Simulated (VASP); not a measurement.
Write the native input for VASP 6.6.1 that does the following.

* Task: relaxation of cell and atoms
* Functional: RPBE
* Dispersion: D3(BJ)
* Potentials or basis: VASP PAW PBE potentials, release 64 (Sb)
* Cutoff: 600 eV
* k mesh: 6 × 6 × 6
* Occupations: gaussian, width 0.05 eV
* Spin: non-collinear spin, typed start
* Starting moments: [[-0.103, 0.324, -0.279]] μB
* Dipole correction: no
* Further INCAR settings: ALGO = Normal; EDIFF = 1e-06; IBRION = 2; EDIFFG = -0.01; NSW = 80; ISIF = 3

The structure of Sb lies in POSCAR:

```
Sb
1.0
    3.0733806909      0.0000000000      0.0000000000
    0.0000000000      3.0733806909      0.0000000000
    0.0000000000      0.0000000000      3.0733806909
Sb
1
Direct
    0.0000000000      0.0000000000      0.0000000000
```

This isn't the form of Sb at room conditions, which is rhombohedral.

These files were run (other wordings do the same):

INCAR

```
SYSTEM = Sb
PREC = Accurate
ENCUT = 600
EDIFF = 1E-6
ISMEAR = 0
SIGMA = 0.05
LREAL = .FALSE.
LASPH = .TRUE.
NELM = 150
ALGO = Normal
ISIF = 3
LWAVE = .FALSE.
LCHARG = .FALSE.
LNONCOLLINEAR = .TRUE.
MAGMOM = -0.103 0.324 -0.279
LORBIT = 11
GGA = RP
IVDW = 12
IBRION = 2
NSW = 80
EDIFFG = -0.01
```

KPOINTS

```
regular mesh
0
G
  6 6 6
  0 0 0
```

Potentials or basis: VASP PAW PBE potentials, release 64 (Sb).

Run with:

```bash
$ cat potpaw_PBE.64/Sb/POTCAR > POTCAR
$ mpirun -np 1 vasp_ncl > vasp.out
```

Results of the run:

| Item | Value |
| --- | --- |
| Relaxed volume | 23.44 Å³/atom |
| Relaxed cell | a = 2.862 Å, b = 2.862 Å, c = 2.862 Å, α = 90.00°, β = 90.00°, γ = 90.00° |
| Space group after relaxing (to 0.1 Å) | Pm-3m (No. 221) |
| Energy gained by relaxing | 321.5 meV/atom |
| Ionic steps | 7 |
| Pressure after relaxing | 0.0 GPa |
| Band gap on the k mesh | zero (bands 5 and 6 overlap by 11.57 eV) |
| Net moment | 0.00 μB per cell |
| Valence electrons inside the program's atomic spheres | Sb 2.52 |
| Dispersion energy per atom | -2.974 eV |

Caveat: the volume moved by over 15 % at a fixed basis, so the end points are rough; the PAW data sets were made with another functional, which shifts forces and pressure a little; spin-orbit coupling is left out, which moves the levels of the heavy elements.

Wall time 2.2 min on 1 thread of Intel(R) Xeon(R) 6975P-C (Granite Rapids), with other jobs on the host, peak memory 0.3 GiB.
